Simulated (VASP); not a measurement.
Input of a VASP 6.6.1 run:

The input INCAR:

```
SYSTEM = In4SbAs3
PREC = Accurate
ENCUT = 520
EDIFF = 1E-7
ISMEAR = -1
SIGMA = 0.02
LREAL = .FALSE.
LASPH = .TRUE.
NELM = 100
ALGO = Normal
ISIF = 2
LWAVE = .FALSE.
LCHARG = .FALSE.
GGA = PE
NBANDS = 46
```

The input KPOINTS:

```
regular mesh
0
G
  4 6 4
  0 0 0
```

Contents of POSCAR:

```
In4SbAs3
1.0
    7.2196375578      0.0000000000      0.0004729953
    0.0000000000      4.3889437904      0.0000000000
    0.0005021459      0.0000000000      7.6067237610
As Sb In
3 1 4
Direct
   -0.0022049014      0.0000000000      0.3278355857
    0.0012755715      0.5000000000      0.8377005608
    0.4991567378      0.5000000000      0.1692763469
    0.5037628428      0.0000000000      0.6648948696
    0.3666503772      0.0000000000      0.3205289346
    0.3675037888      0.5000000000      0.8479337478
    0.8696393451      0.5000000000      0.1663278499
    0.8942162381      0.0000000000      0.6655021047
```

Potentials or basis: VASP PAW PBE potentials, release 64 (As, Sb, In_d).

Run with:

```bash
$ cat potpaw_PBE.64/As/POTCAR potpaw_PBE.64/Sb/POTCAR potpaw_PBE.64/In_d/POTCAR > POTCAR
$ mpirun -np 1 vasp_std > vasp.out
```

(1) What does it give for the band gap on the k mesh?

(2) Estimate the pressure.

Results:

(1) 0.13 eV, direct.

(2) 1.8 GPa.

Caveat: spin-orbit coupling is left out, which moves the levels of the heavy elements.
